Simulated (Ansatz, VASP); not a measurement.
## One calculation of AgCl, two programs

INCAR

```
SYSTEM = AgCl
PREC = Accurate ; ENCUT = 520
EDIFF = 1E-7 ; ISMEAR = -1
SIGMA = 0.01 ; LREAL = .False.
LASPH = .True. ; NELM = 100
ALGO = Normal ; ISIF = 2
LWAVE = .False. ; LCHARG = .False.
GGA = PS ; NBANDS = 16
```

The input KPOINTS:

```
Automatic mesh
0
Gamma
  9 9 9
  0 0 0
```

Contents of POSCAR:

```
AgCl
1.0
    3.5013229026      0.0000000000      0.0000000000
    0.0000000000      3.5013229026      0.0000000000
    0.0000000000      0.0000000000      3.5013229026
Ag Cl
1 1
Direct
    0.0000000000      0.0000000000      0.0000000000
    0.5000000000      0.5000000000      0.5000000000
```

Input for Ansatz:

```yaml
crystal:
  lattice:
    - [3.5013229026, 0.0, 0.0]
    - [0.0, 3.5013229026, 0.0]
    - [0.0, 0.0, 3.5013229026]
  atoms:
    - { symbol: Ag, position: [0.0, 0.0, 0.0] }
    - { symbol: Cl, position: [0.5, 0.5, 0.5] }
kpoints:
  mp_grid: { grid: [9, 9, 9] }
  band_path:
    path:
      - [0.0, 0.0, 0.0]
      - [0.0, 0.5, 0.0]
      - [0.5, 0.5, 0.0]
      - [0.0, 0.0, 0.0]
      - [0.5, 0.5, 0.5]
      - [0.0, 0.5, 0.0]
      - [0.5, 0.5, 0.5]
      - [0.5, 0.5, 0.0]
    npoints: 5
scf:
  occupations: { method: fermi_dirac, width: 0.01 }
hamiltonian:
  xc: pbesol
  pseudopotentials: { kind: all_electron, lapw: { basis_error: 0.001 } }
output:
  forces: true
  stress: true
  eigenvalues: true
```

Change from the starting cell: volume scaled by 1.06.

Alike in both runs: task single point; functional PBEsol; k mesh 9 × 9 × 9; occupations fermi-dirac, width 0.01 eV; no spin polarisation.

|  | VASP | Ansatz |
| --- | --- | --- |
| version | VASP 6.6.1 | Ansatz 0.2.0 |
| potentials or method | VASP PAW PBE potentials, release 64 (Ag, Cl), cutoff 520 eV | all-electron LAPW, scalar-relativistic |

|  | VASP | Ansatz | Ansatz less VASP |
| --- | --- | --- | --- |
| gap on the k mesh at the Fermi level (eV) | 0.43 | 0.44 | +0.002 |
| pressure (GPa) | -6.5 | -6.4 | +0.09 |

VASP's potentials were made for PBE, not for PBEsol. Ansatz ran all-electron here, and VASP with PAW potentials.
